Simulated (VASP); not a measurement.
# HfSi (Pnma) in VASP: a series of runs

HfSi is run at these levels: PBEsol; tasks: single point.

Everything below comes from runs of VASP 6.6.1. Logs are shortened: lines on timing, memory, paths and dates and some standing lists are left out, and cuts for length are marked.

## (1) The cell of the first run

The structure is orthorhombic, space group Pnma (No. 62). The conventional cell has a = 7.129 Å, b = 3.590 Å, c = 5.202 Å, α = 90.00°, β = 90.00°, γ = 90.00°. Within 3.6 Å of Hf (site symmetry m) lie 7 Si at 2.67 to 2.96 Å and 8 Hf at 3.33 to 3.59 Å. Si (site symmetry m) has 2 Si at 2.39 Å and 7 Hf at 2.67 to 2.96 Å within 3.2 Å.

## (2) Single point, PBEsol (strain +0.0450 x Voigt [1, -1, 0, 0, 0, 0])

The input, INCAR:

```
ALGO = Normal
EDIFF = 1E-7
ENCUT = 520
GGA = PS
ISIF = 2
ISMEAR = 0
LASPH = True
LCHARG = False
LREAL = False
LWAVE = False
NBANDS = 38
NELM = 100
PREC = Accurate
SIGMA = 0.15
```

The input, KPOINTS:

```
k-points
0
Gamma
  6 10 8
```

The input, POSCAR:

```
HfSi
1.0
    7.1287934650      0.0000000000      0.0000000000
    0.0000000000      3.5904560428      0.0000000000
    0.0000000000      0.0000000000      5.2017439112
Hf Si
4 4
Direct
    0.1755908222      0.2500000000      0.1264896848
    0.3244091778      0.7500000000      0.6264896848
    0.6755908222      0.2500000000      0.3735103152
    0.8244091778      0.7500000000      0.8735103152
    0.0430603597      0.2500000000      0.6402012503
    0.4569396403      0.7500000000      0.1402012503
    0.5430603597      0.2500000000      0.8597987497
    0.9569396403      0.7500000000      0.3597987497
```

Potentials or basis: VASP PAW PBE potentials, release 64 (Hf_pv, Si).

Command:

```console
> cat potpaw_PBE.64/Hf_pv/POTCAR potpaw_PBE.64/Si/POTCAR > POTCAR
> mpirun -np 1 vasp_std > vasp.out
```

OUTCAR:

```text
EDIFF = 1E-7
   ENCUT = 520
   GGA = PS
   ISIF = 2
   ISMEAR = 0
   LASPH = True
   LREAL = False
   NELM = 100
   PREC = Accurate

 ion  position               nearest neighbor table
   1  0.176  0.250  0.126-   8 2.67   8 2.67   6 2.69   6 2.69   5 2.70   5 2.83   7 2.96   2 3.33
                             2 3.33   2 3.33   2 3.33   4 3.35   4 3.35   3 3.79   3 3.79
   2  0.324  0.750  0.626-   7 2.67   7 2.67   5 2.69   5 2.69   6 2.70   6 2.83   8 2.96   1 3.33
                             1 3.33   1 3.33   1 3.33   3 3.35   3 3.35   4 3.79   4 3.79
   3  0.676  0.250  0.374-   6 2.67   6 2.67   8 2.69   8 2.69   7 2.70   7 2.83   5 2.96   4 3.33
                             4 3.33   4 3.33   4 3.33   2 3.35   2 3.35   1 3.79   1 3.79
   4  0.824  0.750  0.874-   5 2.67   5 2.67   7 2.69   7 2.69   8 2.70   8 2.83   6 2.96   3 3.33
                             3 3.33   3 3.33   3 3.33   1 3.35   1 3.35   2 3.79   2 3.79
   5  0.043  0.250  0.640-   8 2.39   8 2.39   4 2.67   4 2.67   2 2.69   2 2.69   1 2.70   1 2.83
                             3 2.96
   6  0.457  0.750  0.140-   7 2.39   7 2.39   3 2.67   3 2.67   1 2.69   1 2.69   2 2.70   2 2.83
                             4 2.96
   7  0.543  0.250  0.860-   6 2.39   6 2.39   2 2.67   2 2.67   4 2.69   4 2.69   3 2.70   3 2.83
                             1 2.96
   8  0.957  0.750  0.360-   5 2.39   5 2.39   1 2.67   1 2.67   3 2.69   3 2.69   4 2.70   4 2.83
                             2 2.96

  LATTYP: Found a simple orthorhombic cell.
 ALAT       =     3.5904560428
 B/A-ratio  =     1.4487696964
 C/A-ratio  =     1.9854841224

  Lattice vectors:

 A1 = (   0.0000000000,   3.5904560428,   0.0000000000)
 A2 = (   0.0000000000,   0.0000000000,   5.2017439112)
 A3 = (   7.1287934650,   0.0000000000,   0.0000000000)

Analysis of symmetry for initial positions (statically):
=====================================================================
 Subroutine PRICEL returns:
 Original cell was already a primitive cell.

 Routine SETGRP: Setting up the symmetry group for a
 simple orthorhombic supercell.

 Subroutine GETGRP returns: Found  8 space group operations
 (whereof  2 operations were pure point group operations)
 out of a pool of  8 trial point group operations.

The static configuration has the point symmetry S_2 .
 The point group associated with its full space group is D_2h.

Analysis of symmetry for dynamics (positions and initial velocities):
=====================================================================
 Subroutine PRICEL returns:
 Original cell was already a primitive cell.

 Routine SETGRP: Setting up the symmetry group for a
 simple orthorhombic supercell.

 Subroutine GETGRP returns: Found  8 space group operations
 (whereof  2 operations were pure point group operations)
 out of a pool of  8 trial point group operations.

The dynamic configuration has the point symmetry S_2 .
 The point group associated with its full space group is D_2h.

 Subroutine INISYM returns: Found  8 space group operations
 (whereof  2 operations are pure point group operations),
 and found     1 'primitive' translations

----------------------------------------------------------------------------------------

                                     Primitive cell

  volume of cell :     133.1419

  direct lattice vectors                    reciprocal lattice vectors
     7.128793465  0.000000000  0.000000000     0.140276192  0.000000000  0.000000000
     0.000000000  3.590456043  0.000000000     0.000000000  0.278516152  0.000000000
     0.000000000  0.000000000  5.201743911     0.000000000  0.000000000  0.192243220

  length of vectors
     7.128793465  3.590456043  5.201743911     0.140276192  0.278516152  0.192243220

  position of ions in fractional coordinates (direct lattice)
     0.175590822  0.250000000  0.126489685
     0.324409178  0.750000000  0.626489685
     0.675590822  0.250000000  0.373510315
     0.824409178  0.750000000  0.873510315
     0.043060360  0.250000000  0.640201250
     0.456939640  0.750000000  0.140201250
     0.543060360  0.250000000  0.859798750
     0.956939640  0.750000000  0.359798750

  ion indices of the primitive-cell ions
   primitive index   ion index
                 1           1
                 2           2
                 3           3
                 4           4
                 5           5
                 6           6
                 7           7
                 8           8

----------------------------------------------------------------------------------------

 KPOINTS: k-points

Automatic generation of k-mesh.
 Grid dimensions read from file:
 generate k-points for:    6   10    8

 Generating k-lattice:

  Cartesian coordinates                     Fractional coordinates (reciprocal lattice)
     0.023379365  0.000000000  0.000000000     0.166666667  0.000000000  0.000000000
     0.000000000  0.027851615  0.000000000     0.000000000  0.100000000  0.000000000
     0.000000000  0.000000000  0.024030403     0.000000000  0.000000000  0.125000000

  Length of vectors
     0.023379365  0.027851615  0.024030403

  Shift w.r.t. Gamma in fractional coordinates (k-lattice)
     0.000000000  0.000000000  0.000000000

 Subroutine IBZKPT returns following result:
 ===========================================

 Found    120 irreducible k-points:

 Following reciprocal coordinates:
            Coordinates               Weight
  0.000000  0.000000  0.000000      1.000000
  0.166667  0.000000  0.000000      2.000000
  0.333333  0.000000  0.000000      2.000000
  0.500000  0.000000  0.000000      1.000000
  0.000000  0.100000  0.000000      2.000000
  0.166667  0.100000  0.000000      4.000000
[... 16 lines left out ...]
  0.333333  0.500000  0.000000      2.000000
  0.500000  0.500000  0.000000      1.000000
 [... further k-points ...]
   k-points           NKPTS =    120   k-points in BZ     NKDIM =    120   number of bands    NBANDS=     38
   number of dos      NEDOS =    301   number of ions     NIONS =      8
   total plane-waves  NPLWV =  60480
   dimension x,y,z NGX =    54 NGY =   28 NGZ =   40
   dimension x,y,z NGXF=   108 NGYF=   56 NGZF=   80
   ions per type =               4   4
   NGX,Y,Z   is equivalent  to a cutoff of  12.59, 12.96, 12.78 a.u.
   NGXF,Y,Z  is equivalent  to a cutoff of  25.19, 25.93, 25.57 a.u.
 SYSTEM =  unknown system
   PREC   = accura    normal or accurate (medium, high low for compatibility)
   ISTART =      0    job   : 0-new  1-cont  2-samecut
   ICHARG =      2    charge: 1-file 2-atom 10-const
   ISPIN  =      1    spin polarized calculation?
   LNONCOLLINEAR =      F non collinear calculations
   LSORBIT =      F    spin-orbit coupling
   LASPH  =      T    aspherical Exc in radial PAW
   ENCUT  =  520.0 eV  38.22 Ry    6.18 a.u.  13.25  6.68  9.67*2*pi/ulx,y,z
   NELM   =    100;   NELMIN=  2; NELMDL= -5     # of ELM steps
   EDIFF  = 0.1E-06   stopping-criterion for ELM
   LREAL  =      F    real-space projection
   EDIFFG = 0.1E-05   stopping-criterion for IOM
   NSW    =      0    number of steps for IOM
   IBRION =     -1    ionic relax: 0-MD 1-quasi-New 2-CG
   NFREE  =      0    steps in history (QN), initial steepest desc. (CG)
   ISIF   =      2    stress and relaxation
   ISYM   =      2    0-nonsym 1-usesym 2-fastsym
   POTIM  = 0.5000    time-step for ionic-motion
   TEBEG  =    0.0;   TEEND  =   0.0 temperature during run
   PSTRESS=    0.0 pullay stress
   NELECT =      56.0000    total number of electrons
   NUPDOWN=      -1.0000    fix difference up-down
   EMIN   =  10.00;   EMAX   =-10.00  energy-range for DOS
   EFERMI =   0.00;   METHOD = LEGACY
   ISMEAR =     0;   SIGMA  =   0.15  broadening in eV -4-tet -1-fermi 0-gaus
   EFERMI_NEDOS =   21; number of points for ismear=-14 and -15
   IALGO  =     38    algorithm
   IMIX   =      4    mixing-type and parameters
     AMIX     =   0.40;   BMIX     =  1.00
     AMIX_MAG =   1.60;   BMIX_MAG =  1.00
  volume/ion in A,a.u.               =      16.64       112.31
  Fermi-wavevector in a.u.,A,eV,Ry     =   1.226590  2.317918 20.470267  1.504522
  Thomas-Fermi vector in A             =   2.361585
   LORBIT       =      0    0 simple, 1 ext, 2 COOP (PROOUT), +10 PAW based schemes
   GGA     = PS    functional components
   LHFCALC =     F    Hartree Fock is set to
   AEXX    =    0.0000 exact exchange contribution
   IVDW    =     0    specifies the selected vdW correction
   LEPSILON=     F    determine dielectric tensor
   LRPA    =     F    only Hartree local field effects (RPA)
 non-spin polarized calculation
 Gauss-broadening in eV      SIGMA  =   0.15
  energy-cutoff  :      520.00
  volume of cell :      133.14
 maximum number of plane-waves:      3606
 NGX is ok and might be reduce to    54
   NGX = 27   NGY = 13   NGZ = 19

 number of electron      56.0000001 magnetization

 Free energy of the ion-electron system (eV)
  ---------------------------------------------------
  ext. energy  EPLUGINS =         0.00000000
  ---------------------------------------------------
  free energy    TOTEN  =       -71.99299017 eV

  energy without entropy =      -71.96699423  energy(sigma->0) =      -71.97999220

 E-fermi :   7.6831     XC(G=0): -11.7455

 val. band max:        7.6822735345   @ k =   0.1667   0.1000   0.1250
 cond. band min:       7.7011533564   @ k =   0.1667   0.1000   0.0000
 fundamental gap:      0.0188798219
 Fermi energy:         7.6831256302

 k-point     1 :       0.0000    0.0000    0.0000
  band No.  band energies     occupation
      1     -23.0176      2.00000
      2     -23.0171      2.00000
      3     -22.9733      2.00000
      4     -22.9068      2.00000
      5     -22.8898      2.00000
      6     -22.8162      2.00000
[... 30 lines left out ...]
     37      10.8430      0.00000
     38      10.8611      0.00000
[... 941 lines left out ...]
     37      11.8718      0.00000
     38      11.8718      0.00000

 [... further k-points ...]

------------------------ aborting loop because EDIFF is reached ----------------------------------------

  FORCE on cell =-STRESS in cart. coord.  units (eV):
  Direction    XX          YY          ZZ          XY          YZ          ZX
  --------------------------------------------------------------------------------------
  -------------------------------------------------------------------------------------
  Total       -4.0797925      5.6423690      0.4733052      0.0000000      0.0000000      0.0000000
  in kB      -49.0946362     67.8980734      5.6955703      0.0000000      0.0000000      0.0000000
  external PRESSURE =       8.1663358 kB  Pullay stress =       0.0000000 kB

 VOLUME and BASIS-vectors are now :
 -----------------------------------------------------------------------------
  energy-cutoff  :      520.00
  volume of cell :      133.14
      direct lattice vectors                 reciprocal lattice vectors
     7.128793465  0.000000000  0.000000000     0.140276192  0.000000000  0.000000000
     0.000000000  3.590456043  0.000000000     0.000000000  0.278516152  0.000000000
     0.000000000  0.000000000  5.201743911     0.000000000  0.000000000  0.192243220

 POSITION                                       TOTAL-FORCE (eV/Angst)
 -----------------------------------------------------------------------------------
      1.25175      0.89761      0.65797         0.151596      0.000000     -0.305504
      2.31265      2.69284      3.25884        -0.151596     -0.000000     -0.305504
      4.81615      0.89761      1.94291         0.151596      0.000000      0.305504
      5.87704      2.69284      4.54378        -0.151596     -0.000000      0.305504
      0.30697      0.89761      3.33016         0.170918      0.000000      0.174257
      3.25743      2.69284      0.72929        -0.170918     -0.000000      0.174257
      3.87137      0.89761      4.47245         0.170918      0.000000     -0.174257
      6.82183      2.69284      1.87158        -0.170918      0.000000     -0.174257
 -----------------------------------------------------------------------------------
    total drift:                                0.000000      0.000000     -0.000000

  FREE ENERGIE OF THE ION-ELECTRON SYSTEM (eV)
  ---------------------------------------------------
  free  energy   TOTEN  =       -71.9929901702 eV

  energy  without entropy=      -71.9669942337  energy(sigma->0) =      -71.97999220
```

It took 5.3 min on 1 thread of Intel Xeon 6975P-C (Granite Rapids), shared host; peak memory 0.55 GiB.

What came out:

```
Free energy            : -71.9930 eV
Pressure               : 0.8 GPa
Largest force          : 0.341 eV/Å
Band gap on the k mesh : zero (bands 28 and 29 overlap by 0.61 eV)
```

Forces in eV/Å, atoms in the order of the input:
```
Hf   0.152  0.000 -0.306
Hf  -0.152  0.000 -0.306
Hf   0.152  0.000  0.306
Hf  -0.152  0.000  0.306
Si   0.171  0.000  0.174
Si  -0.171  0.000  0.174
Si   0.171  0.000 -0.174
Si  -0.171  0.000 -0.174
```

Caveat: the cell differs from its parent crystal (strain +0.0450 x Voigt [1, -1, 0, 0, 0, 0]); the PAW data sets were made with another functional, which shifts forces and pressure a little; spin-orbit coupling is left out, which moves the levels of the heavy elements.

## (3) Single point, PBEsol (strain -0.0300 x Voigt [1, -1, 0, 0, 0, 0])

The input, INCAR:

```
PREC = Accurate ; ENCUT = 520
EDIFF = 1E-6 ; ISMEAR = 0
SIGMA = 0.15 ; LREAL = False
LASPH = True ; NELM = 100
ALGO = Normal ; ISIF = 2
LWAVE = False ; LCHARG = False
GGA = PS ; NBANDS = 38
```

The input, KPOINTS:

```
Automatic mesh
0
Gamma
  6 10 8
```

POSCAR, as its differences from that of step 2:

```diff
@@ -2,4 +2,4 @@
 1.0
-    7.1287934650      0.0000000000      0.0000000000
-    0.0000000000      3.5904560428      0.0000000000
+    6.6171575704      0.0000000000      0.0000000000
+    0.0000000000      3.8724290305      0.0000000000
     0.0000000000      0.0000000000      5.2017439112
```

Potentials or basis: VASP PAW PBE potentials, release 64 (Hf_pv, Si).

Command:

```console
> cat potpaw_PBE.64/Hf_pv/POTCAR potpaw_PBE.64/Si/POTCAR > POTCAR
> mpirun -np 1 vasp_std > vasp.out
```

It took 4.6 min on 1 thread of Intel Xeon 6975P-C (Granite Rapids), shared host; peak memory 0.56 GiB.

The run converged. Its results:

```yaml
Free_energy: -72.1074 eV
Pressure: 0.5 GPa
Largest_force: 0.274 eV/Å
Band_gap_on_the_k_mesh: zero (bands 28 and 29 overlap by 0.55 eV)
```

Forces in eV/Å, atoms in the order of the input:
```
Hf  -0.170  0.000  0.215
Hf   0.170  0.000  0.215
Hf  -0.170  0.000 -0.215
Hf   0.170  0.000 -0.215
Si  -0.057  0.000 -0.063
Si   0.057  0.000 -0.063
Si  -0.057  0.000  0.063
Si   0.057  0.000  0.063
```

Stress tensor (GPa, compression positive):
```
 4.93  0.00  0.00
 0.00 -4.02  0.00
 0.00  0.00  0.44
```

Levels at points of the mesh, in eV from the Fermi level:
| k point | band 25 | band 26 | band 27 | band 28 | band 29 | band 30 | band 31 | band 32 |
| --- | --- | --- | --- | --- | --- | --- | --- | --- |
| (0.00, 0.00, 0.00) | -1.06 | -0.74 | -0.55 | -0.06 | 0.32 | 0.77 | 1.02 | 1.30 |
| (0.50, 0.00, 0.00) | -1.16 | -1.16 | -0.61 | -0.61 | 0.13 | 0.13 | 1.02 | 1.02 |
| (0.00, 0.50, 0.00) | -2.05 | -2.05 | -1.65 | -1.65 | 2.06 | 2.06 | 2.48 | 2.48 |
| (0.50, 0.50, 0.00) | -1.93 | -1.93 | -1.93 | -1.93 | 2.57 | 2.57 | 2.57 | 2.57 |
| (0.00, 0.00, 0.50) | -1.21 | -1.21 | -0.45 | -0.45 | 0.80 | 0.80 | 1.02 | 1.02 |
| (0.50, 0.00, 0.50) | -1.38 | -1.38 | -0.93 | -0.93 | 0.52 | 0.52 | 1.14 | 1.14 |
| (0.00, 0.50, 0.50) | -0.57 | -0.57 | -0.44 | -0.44 | 0.06 | 0.06 | 1.05 | 1.05 |
| (0.50, 0.50, 0.50) | -1.66 | -1.66 | -1.66 | -1.66 | 2.07 | 2.07 | 2.07 | 2.07 |

Caveat: the cell differs from its parent crystal (strain -0.0300 x Voigt [1, -1, 0, 0, 0, 0]); the PAW data sets were made with another functional, which shifts forces and pressure a little; spin-orbit coupling is left out, which moves the levels of the heavy elements.

## (4) Single point, PBEsol (strain +0.0150 x Voigt [1, -1, 0, 0, 0, 0])

The input, INCAR:

```
SYSTEM = HfSi
PREC = Accurate
ENCUT = 520
EDIFF = 1E-7
ISMEAR = 0
SIGMA = 0.15
LREAL = .FALSE.
LASPH = .TRUE.
NELM = 60
ALGO = Normal
ISIF = 2
LWAVE = .FALSE.
LCHARG = .FALSE.
GGA = PS
NBANDS = 38
```

The input, KPOINTS:

```
Automatic mesh
0
G
  6 10 8
  0 0 0
```

POSCAR, as its differences from that of step 3:

```diff
@@ -2,4 +2,4 @@
 1.0
-    6.6171575704      0.0000000000      0.0000000000
-    0.0000000000      3.8724290305      0.0000000000
+    6.9241391071      0.0000000000      0.0000000000
+    0.0000000000      3.7032452379      0.0000000000
     0.0000000000      0.0000000000      5.2017439112
```

Command:

```console
> cat potpaw_PBE.64/Hf_pv/POTCAR potpaw_PBE.64/Si/POTCAR > POTCAR
> mpirun -np 1 vasp_std > vasp.out
```

It took 4 min on 1 thread of Intel Xeon 6975P-C (Granite Rapids), shared host; peak memory 0.55 GiB.

The run converged. Its results:

| Property | Result |
| --- | --- |
| Free energy | -72.1935 eV |
| Pressure | 0.2 GPa |
| Largest force | 0.132 eV/Å |
| Band gap on the k mesh | zero (bands 28 and 29 overlap by 0.28 eV) |

Forces on the atoms (eV/Å):
```
Hf   0.064  0.000 -0.115
Hf  -0.064  0.000 -0.115
Hf   0.064  0.000  0.115
Hf  -0.064  0.000  0.115
Si   0.046  0.000  0.043
Si  -0.046  0.000  0.043
Si   0.046  0.000 -0.043
Si  -0.046  0.000 -0.043
```

Stress tensor (GPa, compression positive):
```
-1.86  0.00  0.00
 0.00  2.27  0.00
 0.00  0.00  0.09
```

Levels at points of the mesh, in eV from the Fermi level:
```
           k point  band 25  band 26  band 27  band 28  band 29  band 30  band 31  band 32
(0.00, 0.00, 0.00)    -0.71    -0.43    -0.37    -0.21     0.37     0.59     0.83     1.27
(0.50, 0.00, 0.00)    -0.80    -0.80    -0.61    -0.61     0.04     0.04     1.14     1.14
(0.00, 0.50, 0.00)    -2.15    -2.15    -1.73    -1.73     2.06     2.06     2.37     2.37
(0.50, 0.50, 0.00)    -2.07    -2.07    -2.07    -2.07     2.93     2.93     2.93     2.93
(0.00, 0.00, 0.50)    -1.23    -1.23    -0.09    -0.09     0.92     0.92     0.94     0.94
(0.50, 0.00, 0.50)    -1.21    -1.21    -0.68    -0.68     0.55     0.55     1.38     1.38
(0.00, 0.50, 0.50)    -0.92    -0.92    -0.64    -0.64    -0.11    -0.11     0.77     0.77
(0.50, 0.50, 0.50)    -1.74    -1.74    -1.74    -1.74     1.85     1.85     1.85     1.85
```

Caveat: the cell differs from its parent crystal (strain +0.0150 x Voigt [1, -1, 0, 0, 0, 0]); the PAW data sets were made with another functional, which shifts forces and pressure a little; spin-orbit coupling is left out, which moves the levels of the heavy elements.

## (5) Summary

| cell | gap on the mesh (eV) | pressure (GPa) | largest force (eV/Å) |
| --- | --- | --- | --- |
| a = 7.129, b = 3.590, c = 5.202 Å, 8 atoms | none | 0.8 | 0.34 |
| a = 6.617, b = 3.872, c = 5.202 Å, 8 atoms | none | 0.5 | 0.27 |
| a = 6.924, b = 3.703, c = 5.202 Å, 8 atoms | none | 0.2 | 0.13 |

Alike in all rows: task single point; level PBEsol; potentials or basis VASP PAW PBE potentials, release 64 (Hf_pv, Si); no spin polarisation; k mesh 6 × 10 × 8; cutoff (eV) 520; smearing gaussian 0.15 eV.

Caveats: the PAW data sets were made with another functional, which shifts forces and pressure a little; spin-orbit coupling is left out, which moves the levels of the heavy elements.

Absolute energies hang on the potentials; compare differences alone.
